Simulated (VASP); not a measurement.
Input of a VASP 6.6.1 run:

The input INCAR:

```
SYSTEM = Sb
  ALGO = Normal
  EDIFF = 1E-8
  ENCUT = 520
  GGA = PS
  ISIF = 2
  ISMEAR = -1
  ISYM = 0
  LASPH = .True.
  LCHARG = .False.
  LEFG = .True.
  LREAL = .False.
  LWAVE = .False.
  NBANDS = 8
  NELM = 100
  PREC = Accurate
  SIGMA = 0.03
```

Contents of KPOINTS:

```
k-points
0
Gamma
  13 13 15
  0 0 0
```

POSCAR

```
Sb
1.0
   -1.5100000367      1.5100000367      2.4882392632
    1.5100000367     -1.5100000367      2.4882392632
    1.5100000367      1.5100000367     -2.4882392632
Sb
1
Direct
    0.0000000000      0.0000000000      0.0000000000
```

Potentials or basis: VASP PAW PBE potentials, release 64 (Sb).

Launch:

```bash
$ cat potpaw_PBE.64/Sb/POTCAR > POTCAR
$ mpirun -np 1 vasp_std > vasp.out
```

What does it give for the pressure?

14.1 GPa.

Stress tensor (GPa, compression positive):
```
14.87  0.15 -0.08
 0.15 14.87 -0.08
-0.08 -0.08 12.52
```

Caveat: without QUAD_EFG the Cq values of the log hold for a quadrupole moment of 1 mb, not for the nuclei; the PAW data sets were made with another functional, which shifts forces and pressure a little.
